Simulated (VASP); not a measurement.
# AlN (F-43m) in VASP: a series of runs

The runs below take AlN through single point, with PBE.

Program: VASP 6.6.1. These are calculated values, not measurements. Logs are shortened: lines on timing, memory, paths and dates and some standing lists are left out, and cuts for length are marked.

### Step 1. The cell of the first run

Symmetry: F-43m, No. 216, cubic system. The conventional cell has a = 4.403 Å, b = 4.403 Å, c = 4.403 Å, α = 90.00°, β = 90.00°, γ = 90.00°. Within 2.5 Å of Al (site symmetry -43m) lie 4 N at 1.91 Å. N (site symmetry -43m) has 4 Al at 1.91 Å within 2.5 Å.

### Step 2. Single point, PBE

The input, INCAR:

```
SYSTEM = AlN
  PREC = Accurate
  ENCUT = 600
  EDIFF = 1E-6
  ISMEAR = 0
  SIGMA = 0.02
  LREAL = .FALSE.
  LASPH = .TRUE.
  NELM = 120
  ALGO = Normal
  ISIF = 2
  LWAVE = .FALSE.
  LCHARG = .TRUE.
  GGA = PE
  LELF = .TRUE.
  LVHAR = .TRUE.
  NBANDS = 11
  GGA_COMPAT = .FALSE.
```

The input, KPOINTS:

```
regular mesh
0
G
  10 10 10
  0 0 0
```

The input, POSCAR:

```
AlN
1.0
    0.0000000000      2.2012621088      2.2012621088
    2.2012621088      0.0000000000      2.2012621088
    2.2012621088      2.2012621088      0.0000000000
Al N
1 1
Direct
    0.0000000000      0.0000000000      0.0000000000
    0.2500000000      0.2500000000      0.2500000000
```

Potentials or basis: VASP PAW PBE potentials, release 64 (Al, N).

The run is started by

```sh
$ cat potpaw_PBE.64/Al/POTCAR potpaw_PBE.64/N/POTCAR > POTCAR
$ mpirun -np 1 vasp_std > vasp.out
```

OUTCAR:

```text
SYSTEM = AlN
   PREC = Accurate
   ENCUT = 600
   EDIFF = 1E-6
   ISMEAR = 0
   LREAL = .FALSE.
   LASPH = .TRUE.
   NELM = 120
   ISIF = 2
   GGA = PE

 ion  position               nearest neighbor table
   1  0.000  0.000  0.000-   2 1.91   2 1.91   2 1.91   2 1.91
   2  0.250  0.250  0.250-   1 1.91   1 1.91   1 1.91   1 1.91

  LATTYP: Found a face centered cubic cell.
 ALAT       =     4.4025242176

  Lattice vectors:

 A1 = (   0.0000000000,   2.2012621088,   2.2012621088)
 A2 = (   2.2012621088,   0.0000000000,   2.2012621088)
 A3 = (   2.2012621088,   2.2012621088,   0.0000000000)

Analysis of symmetry for initial positions (statically):
=====================================================================
 Subroutine PRICEL returns:
 Original cell was already a primitive cell.

 Routine SETGRP: Setting up the symmetry group for a
 face centered cubic supercell.

 Subroutine GETGRP returns: Found 24 space group operations
 (whereof 24 operations were pure point group operations)
 out of a pool of 48 trial point group operations.

The static configuration has the point symmetry T_d .

Analysis of symmetry for dynamics (positions and initial velocities):
=====================================================================
 Subroutine PRICEL returns:
 Original cell was already a primitive cell.

 Routine SETGRP: Setting up the symmetry group for a
 face centered cubic supercell.

 Subroutine GETGRP returns: Found 24 space group operations
 (whereof 24 operations were pure point group operations)
 out of a pool of 48 trial point group operations.

The dynamic configuration has the point symmetry T_d .

 Subroutine INISYM returns: Found 24 space group operations
 (whereof 24 operations are pure point group operations),
 and found     1 'primitive' translations

----------------------------------------------------------------------------------------

                                     Primitive cell

  volume of cell :      21.3327

  direct lattice vectors                    reciprocal lattice vectors
     0.000000000  2.201262109  2.201262109    -0.227142419  0.227142419  0.227142419
     2.201262109  0.000000000  2.201262109     0.227142419 -0.227142419  0.227142419
     2.201262109  2.201262109  0.000000000     0.227142419  0.227142419 -0.227142419

  length of vectors
     3.113054729  3.113054729  3.113054729     0.393422210  0.393422210  0.393422210

  position of ions in fractional coordinates (direct lattice)
     0.000000000  0.000000000  0.000000000
     0.250000000  0.250000000  0.250000000

  ion indices of the primitive-cell ions
   primitive index   ion index
                 1           1
                 2           2

----------------------------------------------------------------------------------------

 KPOINTS: regular mesh

Automatic generation of k-mesh.
 Grid dimensions read from file:
 generate k-points for:   10   10   10

 Generating k-lattice:

  Cartesian coordinates                     Fractional coordinates (reciprocal lattice)
    -0.022714242  0.022714242  0.022714242     0.100000000  0.000000000  0.000000000
     0.022714242 -0.022714242  0.022714242     0.000000000  0.100000000  0.000000000
     0.022714242  0.022714242 -0.022714242     0.000000000  0.000000000  0.100000000

  Length of vectors
     0.039342221  0.039342221  0.039342221

  Shift w.r.t. Gamma in fractional coordinates (k-lattice)
     0.000000000  0.000000000  0.000000000

 Subroutine IBZKPT returns following result:
 ===========================================

 Found     47 irreducible k-points:

 Following reciprocal coordinates:
            Coordinates               Weight
  0.000000  0.000000  0.000000      1.000000
  0.100000  0.000000  0.000000      8.000000
  0.200000  0.000000  0.000000      8.000000
  0.300000  0.000000  0.000000      8.000000
  0.400000  0.000000  0.000000      8.000000
  0.500000  0.000000  0.000000      4.000000
[... 16 lines left out ...]
  0.300000  0.300000  0.000000      6.000000
  0.400000  0.300000  0.000000     24.000000
 [... further k-points ...]
   k-points           NKPTS =     47   k-points in BZ     NKDIM =     47   number of bands    NBANDS=     11
   number of dos      NEDOS =    301   number of ions     NIONS =      2
   total plane-waves  NPLWV =  21952
   dimension x,y,z NGX =    28 NGY =   28 NGZ =   28
   dimension x,y,z NGXF=    56 NGYF=   56 NGZF=   56
   ions per type =               1   1
   NGX,Y,Z   is equivalent  to a cutoff of  14.95, 14.95, 14.95 a.u.
   NGXF,Y,Z  is equivalent  to a cutoff of  29.91, 29.91, 29.91 a.u.
 SYSTEM =  AlN
   PREC   = accura    normal or accurate (medium, high low for compatibility)
   ISTART =      0    job   : 0-new  1-cont  2-samecut
   ICHARG =      2    charge: 1-file 2-atom 10-const
   ISPIN  =      1    spin polarized calculation?
   LNONCOLLINEAR =      F non collinear calculations
   LSORBIT =      F    spin-orbit coupling
   LASPH  =      T    aspherical Exc in radial PAW
   ENCUT  =  600.0 eV  44.10 Ry    6.64 a.u.   6.22  6.22  6.22*2*pi/ulx,y,z
   NELM   =    120;   NELMIN=  2; NELMDL= -5     # of ELM steps
   EDIFF  = 0.1E-05   stopping-criterion for ELM
   LREAL  =      F    real-space projection
   EDIFFG = 0.1E-04   stopping-criterion for IOM
   NSW    =      0    number of steps for IOM
   IBRION =     -1    ionic relax: 0-MD 1-quasi-New 2-CG
   NFREE  =      0    steps in history (QN), initial steepest desc. (CG)
   ISIF   =      2    stress and relaxation
   ISYM   =      2    0-nonsym 1-usesym 2-fastsym
   POTIM  = 0.5000    time-step for ionic-motion
   TEBEG  =    0.0;   TEEND  =   0.0 temperature during run
   PSTRESS=    0.0 pullay stress
   NELECT =       8.0000    total number of electrons
   NUPDOWN=      -1.0000    fix difference up-down
   EMIN   =  10.00;   EMAX   =-10.00  energy-range for DOS
   EFERMI =   0.00;   METHOD = LEGACY
   ISMEAR =     0;   SIGMA  =   0.02  broadening in eV -4-tet -1-fermi 0-gaus
   EFERMI_NEDOS =   21; number of points for ismear=-14 and -15
   IALGO  =     38    algorithm
   IMIX   =      4    mixing-type and parameters
     AMIX     =   0.40;   BMIX     =  1.00
     AMIX_MAG =   1.60;   BMIX_MAG =  1.00
  volume/ion in A,a.u.               =      10.67        71.98
  Fermi-wavevector in a.u.,A,eV,Ry     =   1.180565  2.230944 18.962884  1.393733
  Thomas-Fermi vector in A             =   2.316855
   LORBIT       =      0    0 simple, 1 ext, 2 COOP (PROOUT), +10 PAW based schemes
   GGA     = PE    functional components
   LHFCALC =     F    Hartree Fock is set to
   AEXX    =    0.0000 exact exchange contribution
   IVDW    =     0    specifies the selected vdW correction
   LEPSILON=     F    determine dielectric tensor
   LRPA    =     F    only Hartree local field effects (RPA)
 non-spin polarized calculation
 Gauss-broadening in eV      SIGMA  =   0.02
  energy-cutoff  :      600.00
  volume of cell :       21.33
 maximum number of plane-waves:       728
 NGX is ok and might be reduce to    28
   NGX = 13   NGY = 13   NGZ = 13

 number of electron       8.0000000 magnetization

 Free energy of the ion-electron system (eV)
  ---------------------------------------------------
  ext. energy  EPLUGINS =         0.00000000
  ---------------------------------------------------
  free energy    TOTEN  =       -14.84893361 eV

  energy without entropy =      -14.84893361  energy(sigma->0) =      -14.84893361

 E-fermi :   5.9343     XC(G=0): -10.8312

 val. band max:        5.7490325388   @ k =   0.0000   0.0000   0.0000
 cond. band min:       9.0543791548   @ k =   0.5000   0.5000   0.0000
 fundamental gap:      3.3053466160
 Fermi energy:         5.9342890070

 k-point     1 :       0.0000    0.0000    0.0000
  band No.  band energies     occupation
      1      -9.0968      2.00000
      2       5.7490      2.00000
      3       5.7490      2.00000
      4       5.7490      2.00000
      5       9.7374      0.00000
      6      18.0771      0.00000
      7      18.0771      0.00000
      8      18.0771      0.00000
      9      23.2490      0.00000
     10      23.2490      0.00000
     11      24.6053      0.00000

 k-point     2 :       0.1000    0.0000    0.0000
  band No.  band energies     occupation
      1      -8.9544      2.00000
      2       4.9380      2.00000
      3       5.6977      2.00000
      4       5.6977      2.00000
      5      10.4046      0.00000
      6      17.6898      0.00000
      7      18.2081      0.00000
      8      18.2081      0.00000
      9      22.0108      0.00000
     10      22.0108      0.00000
     11      23.8277      0.00000

 k-point     3 :       0.2000    0.0000    0.0000
  band No.  band energies     occupation
      1      -8.5499      2.00000
      2       3.3532      2.00000
      3       5.5697      2.00000
      4       5.5697      2.00000
      5      11.5297      0.00000
      6      16.8974      0.00000
      7      18.1574      0.00000
      8      18.1574      0.00000
      9      21.4707      0.00000
     10      21.4707      0.00000
     11      22.9514      0.00000

 k-point     4 :       0.3000    0.0000    0.0000
  band No.  band energies     occupation
      1      -7.9640      2.00000
      2       1.7397      2.00000
      3       5.4230      2.00000
      4       5.4230      2.00000
      5      12.3706      0.00000
      6      16.1583      0.00000
      7      17.5366      0.00000
      8      17.5366      0.00000
      9      22.4818      0.00000
     10      22.4818      0.00000
     11      22.7335      0.00000
[... 239 lines left out ...]
 k-point    22 :      -0.2000    0.2000    0.0000
  band No.  band energies     occupation
      1      -7.7716      2.00000
      2       2.0336      2.00000
      3       4.0844      2.00000
      4       5.4942      2.00000
      5      13.1311      0.00000
      6      15.5274      0.00000
      7      16.9309      0.00000
      8      18.0760      0.00000
      9      20.5270      0.00000
     10      23.8966      0.00000
     11      26.8298      0.00000

 k-point    23 :       0.3000    0.3000    0.0000
  band No.  band energies     occupation
      1      -7.5996      2.00000
      2       2.2648      2.00000
      3       4.5275      2.00000
      4       4.5275      2.00000
      5      11.0027      0.00000
      6      15.2839      0.00000
      7      17.3849      0.00000
      8      19.9827      0.00000
      9      19.9827      0.00000
     10      25.9008      0.00000
     11      29.1187      0.00000

 k-point    24 :       0.4000    0.3000    0.0000
  band No.  band energies     occupation
      1      -7.1536      2.00000
      2       1.6480      2.00000
      3       4.0727      2.00000
      4       4.3658      2.00000
      5      10.6120      0.00000
      6      15.1241      0.00000
      7      17.7243      0.00000
      8      20.0788      0.00000
      9      20.5706      0.00000
     10      26.7917      0.00000
     11      28.9054      0.00000

 [... further k-points ...]

------------------------ aborting loop because EDIFF is reached ----------------------------------------

  FORCE on cell =-STRESS in cart. coord.  units (eV):
  Direction    XX          YY          ZZ          XY          YZ          ZX
  --------------------------------------------------------------------------------------
  -------------------------------------------------------------------------------------
  Total       -0.0431128     -0.0431128     -0.0431128      0.0000000      0.0000000      0.0000000
  in kB       -3.2379601     -3.2379601     -3.2379601      0.0000000      0.0000000      0.0000000
  external PRESSURE =      -3.2379601 kB  Pullay stress =       0.0000000 kB

 VOLUME and BASIS-vectors are now :
 -----------------------------------------------------------------------------
  energy-cutoff  :      600.00
  volume of cell :       21.33
      direct lattice vectors                 reciprocal lattice vectors
     0.000000000  2.201262109  2.201262109    -0.227142419  0.227142419  0.227142419
     2.201262109  0.000000000  2.201262109     0.227142419 -0.227142419  0.227142419
     2.201262109  2.201262109  0.000000000     0.227142419  0.227142419 -0.227142419

 POSITION                                       TOTAL-FORCE (eV/Angst)
 -----------------------------------------------------------------------------------
      0.00000      0.00000      0.00000         0.000000      0.000000      0.000000
      1.10063      1.10063      1.10063        -0.000000     -0.000000     -0.000000
 -----------------------------------------------------------------------------------
    total drift:                                0.000000      0.000000      0.000000

  FREE ENERGIE OF THE ION-ELECTRON SYSTEM (eV)
  ---------------------------------------------------
  free  energy   TOTEN  =       -14.8489336139 eV

  energy  without entropy=      -14.8489336139  energy(sigma->0) =      -14.84893361
```

Run time: 15 s. Hardware: 1 thread of Intel Xeon Platinum 8259CL at 2.50GHz (Skylake/Cascade Lake), shared host; peak memory 0.15 GiB.

What came out:

| Quantity | Value |
| --- | --- |
| Free energy | -14.8489 eV |
| Pressure | -0.3 GPa |
| Band gap on the k mesh | 3.31 eV (least direct gap 3.99 eV) |

### Step 3. Single point, PBE

The input, INCAR:

```
PREC = Accurate
ENCUT = 600
EDIFF = 1E-6
ISMEAR = 0
SIGMA = 0.02
LREAL = F
LASPH = T
NELM = 120
ALGO = Normal
ISIF = 2
LWAVE = F
LCHARG = F
GGA = PE
NBANDS = 11
GGA_COMPAT = F
```

The input, KPOINTS:

```
regular mesh
0
Gamma
  10 10 10
```

POSCAR is that of step 2.

Potentials or basis: VASP PAW PBE potentials, release 64 (Al, N).

The run is started by

```sh
$ cat potpaw_PBE.64/Al/POTCAR potpaw_PBE.64/N/POTCAR > POTCAR
$ mpirun -np 1 vasp_std > vasp.out
```

Wall time 14 s (1 thread of Intel Xeon Platinum 8259CL at 2.50GHz (Skylake/Cascade Lake), shared host); peak memory 0.15 GiB.

It converged, with:

| Quantity | Value |
| --- | --- |
| Free energy | -14.8489 eV |
| Pressure | -0.3 GPa |
| Band gap on the k mesh | 3.31 eV (least direct gap 3.99 eV) |

Levels at points of the mesh, in eV from the valence-band top:
```csv
k point,band 1,band 2,band 3,band 4,band 5,band 6,band 7,band 8,band 9
"(0.00, 0.00, 0.00)",-14.85,0.00,0.00,0.00,3.99,12.33,12.33,12.33,17.50
"(0.50, 0.00, 0.00)",-12.87,-5.76,-0.48,-0.48,7.17,9.70,11.00,11.00,17.68
"(0.50, 0.50, 0.00)",-12.25,-4.83,-1.75,-1.75,3.31,8.47,13.64,15.44,15.44
```
